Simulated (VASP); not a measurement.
Here is a VASP 6.6.1 calculation.

INCAR

```
SYSTEM = Rb
  ALGO = Normal
  EDIFF = 1E-6
  ENCUT = 520
  GGA = PE
  ISIF = 2
  ISMEAR = 0
  LASPH = .True.
  LCHARG = .True.
  LELF = .True.
  LREAL = .False.
  LVHAR = .True.
  LWAVE = .False.
  NBANDS = 10
  NELM = 60
  PREC = Accurate
  SIGMA = 0.1
```

The input KPOINTS:

```
k-points
0
Gamma
  4 4 4
  0 0 0
```

POSCAR

```
Rb
1.0
   -2.8025000000      2.8025000000      2.8025000000
    2.8025000000     -2.8025000000      2.8025000000
    2.8025000000      2.8025000000     -2.8025000000
Rb
1
Direct
    0.0000000000      0.0000000000      0.0000000000
```

Potentials or basis: VASP PAW PBE potentials, release 64 (Rb_sv).

Command:

```console
$ cat potpaw_PBE.64/Rb_sv/POTCAR > POTCAR
$ mpirun -np 1 vasp_std > vasp.out
```

Task: What does it give for the band gap on the k mesh?

Result: Zero (an odd number of electrons rules out a gap without spin polarisation).

Task: What does it give for the pressure?

Result: 0.2 GPa.

Caveat: the k points lie up to 0.40 Å⁻¹ apart, too coarse for converged energies and pressures of a metal.
